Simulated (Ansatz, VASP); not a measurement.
**One calculation of MgS, two programs**

```
Mg S
1.0
     0.00000    2.74813    2.83312
     2.74813    0.00000    2.83312
     2.74813    2.74813    0.00000
Mg S
1 1
Direct
  0.00000 0.00000 0.00000
  0.75000 0.75000 0.75000
```

Change from the starting cell: strain -0.030 along x and y, +0.000 along z, atoms carried along.

Alike in both runs: task single point; functional LDA; k mesh 8 × 8 × 8; occupations gaussian, width 0.05 eV; no spin polarisation.

```csv
,VASP,Ansatz
version,VASP 6.6.1,Ansatz 0.2.0
potentials or method,"VASP PAW LDA potentials, release 64 (Mg, S), cutoff 520 eV","scalar-relativistic, plane waves, PAW"
valence electrons in the cell,8,16
```

|  | VASP | Ansatz | Ansatz less VASP |
| --- | --- | --- | --- |
| gap on the k mesh at the Fermi level (eV) | 3.46 | 3.45 | -0.012 |
| least direct gap on the mesh (eV) | 3.46 | 3.45 | -0.012 |
| pressure (GPa) | 1.1 | 1.4 | +0.34 |
| traceless stress, the component that is largest in VASP (GPa) | -0.41 | -0.42 | -0.010 |

LDA's correlation is that of Perdew and Zunger in VASP and of Perdew and Wang (1992) in Ansatz. VASP's potentials hold 8 valence electrons a cell and Ansatz's 16, so a difference there can come from the potentials and not from the codes.
